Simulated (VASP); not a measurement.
A run of VASP 6.6.1:

File INCAR:

```
PREC = Accurate
ENCUT = 500
EDIFF = 1E-6
ISMEAR = 0
SIGMA = 0.15
LREAL = F
LASPH = T
NELM = 120
ALGO = Normal
ISIF = 2
LWAVE = F
LCHARG = F
GGA = PE
NBANDS = 17
GGA_COMPAT = F
```

File KPOINTS:

```
Automatic mesh
0
Gamma
  18 18 10
```

POSCAR

```
Hf
1.0
    3.3170000000      0.0000000000      0.0000000000
   -1.6585000000      2.8726062644      0.0000000000
    0.0000000000      0.0000000000      4.6623000000
Hf
2
Direct
    0.3333333333      0.6666666667      0.2500000000
    0.6666666667      0.3333333333      0.7500000000
```

Potentials or basis: VASP PAW PBE potentials, release 64 (Hf_pv).

Run with:

```console
$ cat potpaw_PBE.64/Hf_pv/POTCAR > POTCAR
$ mpirun -np 1 vasp_std > vasp.out
```

Hardware: 1 thread of Intel(R) Xeon(R) Platinum 8259CL CPU @ 2.50GHz (Skylake/Cascade Lake), on a shared host.

Question: How long does it take, and how much memory?

Answer: It took 92 s on 1 thread of Intel(R) Xeon(R) Platinum 8259CL CPU @ 2.50GHz (Skylake/Cascade Lake), on a shared host, peak memory 0.25 GiB. Counts: scf iterations 12, k points 222.
